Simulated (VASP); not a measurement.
**Ti3N3O: single point with PBE**

Slab: Ti3N3O, a slab with vacuum.

```
CELL_PARAMETERS angstrom
3.00286 0.00000 0.00000
-1.50143 2.60055 0.00000
0.00000 0.00000 23.05415
ATOMIC_POSITIONS crystal
N 0.33333 0.66667 0.17350
N 0.00000 0.00000 0.27986
N 0.66667 0.33333 0.38775
Ti 0.66667 0.33333 0.22668
Ti 0.33333 0.66667 0.33425
Ti 0.00000 0.00000 0.43611
O 0.00000 0.00000 0.57969
```

```
Program                : VASP 6.6.1
Task                   : single point
Functional             : PBE
Potentials or basis    : VASP PAW PBE potentials, release 64 (N, Ti_sv, O)
Cutoff                 : 520 eV
k mesh                 : 9 × 9 × 1
Occupations            : gaussian, width 0.1 eV
Spin                   : collinear spin, ferromagnetic start
Starting moments       : [0.0, 0.0, 0.0, 0.0, 0.0, 0.0, 2.0] μB
Dipole correction      : yes
Further INCAR settings : ALGO = Normal; EDIFF = 1e-07; NBANDS = 42
```

| Quantity | Value |
| --- | --- |
| Largest force | 5.387 eV/Å |
| Net moment | 0.89 μB per cell |
| Site moments | N -0.02, -0.00, +0.02; Ti +0.01, -0.52; O +1.39 μB |
| Valence electrons inside the program's atomic spheres | N 3.51, 3.74, 3.75; Ti 10.30, 10.38, 10.33; O 4.57 |

Forces in eV/Å, atoms in the order of the input:
```
N    0.000  0.000  4.167
N    0.000  0.000  1.214
N    0.000  0.000  0.133
Ti   0.000  0.000 -5.387
Ti   0.000  0.000 -0.092
Ti   0.000  0.000  1.054
O    0.000  0.000 -1.089
```

Levels at points of the mesh, in eV from the Fermi level:
Spin up:
```tsv
k point	band 26	band 27	band 28	band 29	band 30	band 31	band 32	band 33
(0.00, 0.00, 0.00)	-1.09	-0.23	-0.23	0.38	0.38	0.53	1.04	1.63
```
Spin down:
| k point | band 25 | band 26 | band 27 | band 28 | band 29 | band 30 | band 31 | band 32 |
| --- | --- | --- | --- | --- | --- | --- | --- | --- |
| (0.00, 0.00, 0.00) | -0.29 | -0.29 | 0.24 | 0.24 | 0.38 | 0.74 | 1.35 | 1.35 |

Wall time 20 min on 1 thread of Intel(R) Xeon(R) Platinum 8488C (Sapphire Rapids) (shared host), peak memory 0.47 GiB.
